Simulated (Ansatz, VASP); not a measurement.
## One calculation of Nb, two programs

```
Nb
1.0
    -1.52461    1.52461    1.98199
     1.52461   -1.52461    1.98199
     1.52461    1.52461   -1.98199
Nb
1
Direct
  0.00000 0.00000 0.00000
```

Alike in both runs: task single point; functional PBE; k mesh 22 × 22 × 22; occupations gaussian, width 0.15 eV; no spin polarisation.

```csv
,VASP,Ansatz
version,VASP 6.6.1,Ansatz 0.2.0
potentials or method,"VASP PAW PBE potentials, release 64 (Nb_sv), cutoff 520 eV","scalar-relativistic, plane waves, PAW"
valence electrons in the cell,13,13
```

```csv
,VASP,Ansatz,Ansatz less VASP
gap on the k mesh at the Fermi level (eV),none,none,-
pressure (GPa),1.5,1.8,+0.33
"traceless stress, the component that is largest in VASP (GPa)",-11.80,-11.87,-0.072
```

A gap of «none» marks a metal or a gap that the smearing closes.
